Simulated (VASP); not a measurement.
# Be3Tl (P6/mmm) in VASP: relaxation of cell and atoms with PBE

Aim: the relaxation of cell and atoms of Be3Tl with PBE.

All numbers are computed with VASP 6.6.1; they aren't measurements. Logs are shortened: lines on timing, memory, paths and dates and some standing lists are left out, and cuts for length are marked.

### 1 The cell of the first run

Symmetry: P6/mmm, No. 191, hexagonal system. The conventional cell has a = 4.379 Å, b = 4.379 Å, c = 3.423 Å, α = 90.00°, β = 90.00°, γ = 120.00°. Within 2.9 Å of Be (site symmetry mmm) lie 4 Be at 2.19 Å and 4 Tl at 2.78 Å. Within 3.7 Å of Tl (site symmetry 6/mmm) lie 12 Be at 2.78 Å and 2 Tl at 3.42 Å.

The cell was built from a structure type or drawn by symmetry, and may not be a known phase.

### 2 Relaxation of cell and atoms, PBE

INCAR reads:

```
ALGO = Normal ; EDIFF = 1E-7
EDIFFG = -0.01 ; ENCUT = 600
GGA = PE ; GGA_COMPAT = F
IBRION = 2 ; ISIF = 3
ISMEAR = 0 ; LASPH = T
LCHARG = F ; LREAL = F
LWAVE = F ; NELM = 120
NELMIN = 4 ; NSW = 100
PREC = Accurate ; SIGMA = 0.1
```

KPOINTS reads:

```
k-points
0
Gamma
  12 12 14
```

POSCAR reads:

```
Be3Tl
1.0
    4.3786909099      0.0000000000      0.0000000000
   -2.1893454549      3.7920575633      0.0000000000
    0.0000000000      0.0000000000      3.4225933430
Be Tl
3 1
Direct
    0.5000000000      0.0000000000      0.0000000000
    0.0000000000      0.5000000000      0.0000000000
    0.5000000000      0.5000000000      0.0000000000
    0.0000000000      0.0000000000      0.5000000000
```

Potentials or basis: VASP PAW PBE potentials, release 64 (Be, Tl_d).

The run is started by

```sh
$ cat potpaw_PBE.64/Be/POTCAR potpaw_PBE.64/Tl_d/POTCAR > POTCAR
$ mpirun -np 1 vasp_std > vasp.out
```

OUTCAR:

```text
EDIFF = 1E-7
   EDIFFG = -0.01
   ENCUT = 600
   GGA = PE
   IBRION = 2
   ISIF = 3
   ISMEAR = 0
   LASPH = T
   LREAL = F
   NELM = 120
   NELMIN = 4
   NSW = 100
   PREC = Accurate

 ion  position               nearest neighbor table
   1  0.500  0.000  0.000-   3 2.19   3 2.19   2 2.19   2 2.19   4 2.78   4 2.78   4 2.78   4 2.78

   2  0.000  0.500  0.000-   3 2.19   3 2.19   1 2.19   1 2.19   4 2.78   4 2.78   4 2.78   4 2.78

   3  0.500  0.500  0.000-   1 2.19   1 2.19   2 2.19   2 2.19   4 2.78   4 2.78   4 2.78   4 2.78

   4  0.000  0.000  0.500-   2 2.78   2 2.78   2 2.78   2 2.78   1 2.78   1 2.78   1 2.78   1 2.78
                             3 2.78   3 2.78   3 2.78   3 2.78

  LATTYP: Found a hexagonal cell.
 ALAT       =     4.3786909099
 C/A-ratio  =     0.7816476233

  Lattice vectors:

 A1 = (   4.3786909099,   0.0000000000,   0.0000000000)
 A2 = (  -2.1893454549,   3.7920575633,   0.0000000000)
 A3 = (   0.0000000000,   0.0000000000,   3.4225933430)

Analysis of symmetry for initial positions (statically):
=====================================================================
 Subroutine PRICEL returns:
 Original cell was already a primitive cell.

 Routine SETGRP: Setting up the symmetry group for a
 hexagonal supercell.

 Subroutine GETGRP returns: Found 24 space group operations
 (whereof 24 operations were pure point group operations)
 out of a pool of 24 trial point group operations.

The static configuration has the point symmetry D_6h.

Analysis of symmetry for dynamics (positions and initial velocities):
=====================================================================
 Subroutine PRICEL returns:
 Original cell was already a primitive cell.

 Routine SETGRP: Setting up the symmetry group for a
 hexagonal supercell.

 Subroutine GETGRP returns: Found 24 space group operations
 (whereof 24 operations were pure point group operations)
 out of a pool of 24 trial point group operations.

The dynamic configuration has the point symmetry D_6h.

 Subroutine INISYM returns: Found 24 space group operations
 (whereof 24 operations are pure point group operations),
 and found     1 'primitive' translations

----------------------------------------------------------------------------------------

                                     Primitive cell

  volume of cell :      56.8296

  direct lattice vectors                    reciprocal lattice vectors
     4.378690910  0.000000000  0.000000000     0.228378760  0.131854539  0.000000000
    -2.189345455  3.792057563  0.000000000     0.000000000  0.263709077  0.000000000
     0.000000000  0.000000000  3.422593343     0.000000000  0.000000000  0.292176107

  length of vectors
     4.378690910  4.378690910  3.422593343     0.263709077  0.263709077  0.292176107

  position of ions in fractional coordinates (direct lattice)
     0.500000000  0.000000000  0.000000000
     0.000000000  0.500000000  0.000000000
     0.500000000  0.500000000  0.000000000
     0.000000000  0.000000000  0.500000000

  ion indices of the primitive-cell ions
   primitive index   ion index
                 1           1
                 2           2
                 3           3
                 4           4

----------------------------------------------------------------------------------------

 KPOINTS: k-points

Automatic generation of k-mesh.
 Grid dimensions read from file:
 generate k-points for:   12   12   14

 Generating k-lattice:

  Cartesian coordinates                     Fractional coordinates (reciprocal lattice)
     0.019031563  0.010987878  0.000000000     0.083333333  0.000000000  0.000000000
     0.000000000  0.021975756  0.000000000     0.000000000  0.083333333  0.000000000
     0.000000000  0.000000000  0.020869722     0.000000000  0.000000000  0.071428571

  Length of vectors
     0.021975756  0.021975756  0.020869722

  Shift w.r.t. Gamma in fractional coordinates (k-lattice)
     0.000000000  0.000000000  0.000000000

 Subroutine IBZKPT returns following result:
 ===========================================

 Found    152 irreducible k-points:

 Following reciprocal coordinates:
            Coordinates               Weight
  0.000000  0.000000  0.000000      1.000000
  0.083333 -0.000000  0.000000      6.000000
  0.166667  0.000000  0.000000      6.000000
  0.250000 -0.000000  0.000000      6.000000
  0.333333 -0.000000  0.000000      6.000000
  0.416667 -0.000000  0.000000      6.000000
[... 16 lines left out ...]
  0.250000 -0.000000  0.071429     12.000000
  0.333333 -0.000000  0.071429     12.000000
 [... further k-points ...]
   k-points           NKPTS =    152   k-points in BZ     NKDIM =    152   number of bands    NBANDS=     13
   number of dos      NEDOS =    301   number of ions     NIONS =      4
   total plane-waves  NPLWV =  36288
   dimension x,y,z NGX =    36 NGY =   36 NGZ =   28
   dimension x,y,z NGXF=    72 NGYF=   72 NGZF=   56
   ions per type =               3   1
   NGX,Y,Z   is equivalent  to a cutoff of  13.67, 13.67, 13.60 a.u.
   NGXF,Y,Z  is equivalent  to a cutoff of  27.34, 27.34, 27.20 a.u.
 SYSTEM =  unknown system
   PREC   = accura    normal or accurate (medium, high low for compatibility)
   ISTART =      0    job   : 0-new  1-cont  2-samecut
   ICHARG =      2    charge: 1-file 2-atom 10-const
   ISPIN  =      1    spin polarized calculation?
   LNONCOLLINEAR =      F non collinear calculations
   LSORBIT =      F    spin-orbit coupling
   LASPH  =      T    aspherical Exc in radial PAW
   ENCUT  =  600.0 eV  44.10 Ry    6.64 a.u.   8.75  8.75  6.84*2*pi/ulx,y,z
   NELM   =    120;   NELMIN=  4; NELMDL= -5     # of ELM steps
   EDIFF  = 0.1E-06   stopping-criterion for ELM
   LREAL  =      F    real-space projection
   EDIFFG = -.1E-01   stopping-criterion for IOM
   NSW    =    100    number of steps for IOM
   IBRION =      2    ionic relax: 0-MD 1-quasi-New 2-CG
   NFREE  =      1    steps in history (QN), initial steepest desc. (CG)
   ISIF   =      3    stress and relaxation
   ISYM   =      2    0-nonsym 1-usesym 2-fastsym
   POTIM  = 0.5000    time-step for ionic-motion
   TEBEG  =    0.0;   TEEND  =   0.0 temperature during run
   PSTRESS=    0.0 pullay stress
   NELECT =      19.0000    total number of electrons
   NUPDOWN=      -1.0000    fix difference up-down
   EMIN   =  10.00;   EMAX   =-10.00  energy-range for DOS
   EFERMI =   0.00;   METHOD = LEGACY
   ISMEAR =     0;   SIGMA  =   0.10  broadening in eV -4-tet -1-fermi 0-gaus
   EFERMI_NEDOS =   21; number of points for ismear=-14 and -15
   IALGO  =     38    algorithm
   IMIX   =      4    mixing-type and parameters
     AMIX     =   0.40;   BMIX     =  1.00
     AMIX_MAG =   1.60;   BMIX_MAG =  1.00
  volume/ion in A,a.u.               =      14.21        95.88
  Fermi-wavevector in a.u.,A,eV,Ry     =   1.136234  2.147171 17.565505  1.291028
  Thomas-Fermi vector in A             =   2.272939
   LORBIT       =      0    0 simple, 1 ext, 2 COOP (PROOUT), +10 PAW based schemes
   GGA     = PE    functional components
   LHFCALC =     F    Hartree Fock is set to
   AEXX    =    0.0000 exact exchange contribution
   IVDW    =     0    specifies the selected vdW correction
   LEPSILON=     F    determine dielectric tensor
   LRPA    =     F    only Hartree local field effects (RPA)
 conjugate gradient relaxation of ions
 non-spin polarized calculation
 Gauss-broadening in eV      SIGMA  =   0.10
  energy-cutoff  :      600.00
  volume of cell :       56.83
 maximum number of plane-waves:      1922
 NGX is ok and might be reduce to    36
   NGX = 17   NGY = 17   NGZ = 13

--------------------------------------- Ionic step        1  -------------------------------------------

 number of electron      18.9999995 magnetization

 Free energy of the ion-electron system (eV)
  ---------------------------------------------------
  ext. energy  EPLUGINS =         0.00000000
  ---------------------------------------------------
  free energy    TOTEN  =       -11.10936624 eV

  energy without entropy =      -11.10168812  energy(sigma->0) =      -11.10552718

------------------------ aborting loop because EDIFF is reached ----------------------------------------

  FORCE on cell =-STRESS in cart. coord.  units (eV):
  Direction    XX          YY          ZZ          XY          YZ          ZX
  --------------------------------------------------------------------------------------
  -------------------------------------------------------------------------------------
  Total       -0.0698528     -0.0698528      0.1041133     -0.0000000     -0.0000000      0.0000000
  in kB       -1.9693363     -1.9693363      2.9352309     -0.0000000     -0.0000000      0.0000000
  external PRESSURE =      -0.3344806 kB  Pullay stress =       0.0000000 kB
[... 213 lines left out ...]
  energy  without entropy=      -11.1015235427  energy(sigma->0) =      -11.10576457

--------------------------------------- Ionic step        7  -------------------------------------------

 number of electron      18.9999996 magnetization

 Free energy of the ion-electron system (eV)
  ---------------------------------------------------
  ext. energy  EPLUGINS =         0.00000000
  ---------------------------------------------------
  free energy    TOTEN  =       -11.11013032 eV

  energy without entropy =      -11.10144836  energy(sigma->0) =      -11.10578934

 E-fermi :   5.7228     XC(G=0): -10.1313

 val. band max:        5.6938591553   @ k =   0.0833  -0.0000   0.0714
 cond. band min:       5.7339449122   @ k =   0.2500   0.1667   0.2143
 fundamental gap:      0.0400857568
 Fermi energy:         5.7227742809

 k-point     1 :       0.0000    0.0000    0.0000
  band No.  band energies     occupation
      1      -6.0300      2.00000
      2      -5.7614      2.00000
      3      -5.7614      2.00000
      4      -5.6435      2.00000
      5      -5.6435      2.00000
      6      -4.3101      2.00000
      7       3.6696      2.00000
      8       4.2558      2.00000
      9       4.2558      2.00000
     10       6.3248      0.00000
     11       6.3370      0.00000
     12       9.2271      0.00000
     13       9.2271      0.00000
[... 353 lines left out ...]
 k-point    24 :       0.3333   -0.0000    0.0714
  band No.  band energies     occupation
      1      -5.9945      2.00000
      2      -5.8005      2.00000
      3      -5.7079      2.00000
      4      -5.6868      2.00000
      5      -5.6714      2.00000
      6      -3.2841      2.00000
      7       0.5801      2.00000
      8       3.4169      2.00000
      9       3.8015      2.00000
     10       7.0509      0.00000
     11       9.7012      0.00000
     12      10.4310      0.00000
     13      10.8949      0.00000

 [... further k-points ...]

------------------------ aborting loop because EDIFF is reached ----------------------------------------

  FORCE on cell =-STRESS in cart. coord.  units (eV):
  Direction    XX          YY          ZZ          XY          YZ          ZX
  --------------------------------------------------------------------------------------
  -------------------------------------------------------------------------------------
  Total       -0.0058098     -0.0058098     -0.0002754     -0.0000000      0.0000000     -0.0000000
  in kB       -0.1632188     -0.1632188     -0.0077383     -0.0000000      0.0000000     -0.0000000
  external PRESSURE =      -0.1113920 kB  Pullay stress =       0.0000000 kB
[... 19 lines left out ...]
  FREE ENERGIE OF THE ION-ELECTRON SYSTEM (eV)
  ---------------------------------------------------
  free  energy   TOTEN  =       -11.1101303169 eV

  energy  without entropy=      -11.1014483597  energy(sigma->0) =      -11.10578934

 reached required accuracy - stopping structural energy minimisation
```

Wall time 4.5 min (1 thread of AMD EPYC 9R14 (Zen 4), shared host); peak memory 0.28 GiB.

What came out:

- Free energy: -11.1101 eV
- Relaxed volume: 14.26 Å³/atom
- Relaxed cell: a = 4.364 Å, b = 4.364 Å, c = 3.458 Å, α = 90.00°, β = 90.00°, γ = 120.00°
- Space group after relaxing (to 0.1 Å): P6/mmm (No. 191)
- Energy gained by relaxing: 0.2 meV/atom
- Ionic steps: 7
- Pressure after relaxing: 0.0 GPa
- Band gap on the k mesh: zero (an odd number of electrons rules out a gap without spin polarisation)

Step by step:
| step | energy change (eV) | largest force (eV/Å) | pressure (GPa) | volume (Å³) |
| --- | --- | --- | --- | --- |
| 1 | 0.0000 | 0.0000 | -0.03 | 56.83 |
| 2 | -0.0002 | 0.0000 | 0.04 | 56.81 |
| 3 | -0.0005 | 0.0000 | 0.17 | 56.76 |
| 4 | -0.0003 | 0.0000 | 0.45 | 56.66 |
| 5 | -0.0005 | 0.0000 | 0.25 | 56.73 |
| 6 | -0.0006 | 0.0000 | 0.16 | 56.83 |
| 7 | -0.0008 | 0.0000 | -0.01 | 57.03 |

Final structure:
```
Be Tl
1.0
     4.36364    0.00000    0.00000
    -2.18182    3.77902    0.00000
     0.00000    0.00000    3.45838
Be Tl
3 1
Direct
  0.50000 0.00000 0.00000
  0.00000 0.50000 0.00000
  0.50000 0.50000 0.00000
  0.00000 0.00000 0.50000
```

Caveat: spin-orbit coupling is left out, which moves the levels of the heavy elements.
